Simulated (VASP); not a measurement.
Input of a VASP 6.6.1 run:

Contents of POSCAR:

```
SnSe
1.0
    0.0000000000      3.0100000000      2.9197000000
    3.0100000000      0.0000000000      2.9197000000
    3.0100000000      3.0100000000      0.0000000000
Sn Se
1 1
Direct
    0.0000000000      0.0000000000      0.0000000000
    0.5000000000      0.5000000000      0.5000000000
```

INCAR.step1

```
PREC = Accurate
ENCUT = 520
ISMEAR = 0
SIGMA = 0.05
LREAL = False
LASPH = True
NELM = 100
NBANDS = 17
GGA = PE
ALGO = Normal
EDIFF = 1E-4
LWAVE = True
LCHARG = False
```

Contents of INCAR.step2:

```
PREC = Accurate
ENCUT = 520
EDIFF = 1E-6
ISMEAR = 0
SIGMA = 0.05
LREAL = False
LASPH = True
NELM = 100
ALGO = Normal
ISIF = 2
LWAVE = False
LCHARG = True
METAGGA = R2SCAN
LMIXTAU = True
LELF = True
LVHAR = True
NBANDS = 17
ISTART = 1
```

KPOINTS

```
regular mesh
0
Gamma
  10 10 10
```

Potentials or basis: VASP PAW PBE potentials, release 64 (Sn_d, Se).

Launch:

```console
$ cat potpaw_PBE.64/Sn_d/POTCAR potpaw_PBE.64/Se/POTCAR > POTCAR
$ cp INCAR.step1 INCAR
$ mpirun -np 1 vasp_std > vasp.out
$ cp INCAR.step2 INCAR
$ mpirun -np 1 vasp_std > vasp.out
```

Problem. Predict the pressure.

Solution. 1.9 GPa.

Problem. Predict the band gap on the k mesh.

Solution. 0.49 eV (least direct gap 0.63 eV).

Stress tensor (GPa, compression positive):
```
0.34 0.00 0.00
0.00 0.34 0.00
0.00 0.00 4.87
```

Caveat: the cell differs from its parent crystal (strain -0.0300 x Voigt [0, 0, 1, 0, 0, 0]); the PAW data sets were made with another functional, which shifts forces and pressure a little; spin-orbit coupling is left out, which moves the levels of the heavy elements. A k mesh can miss the band edges.
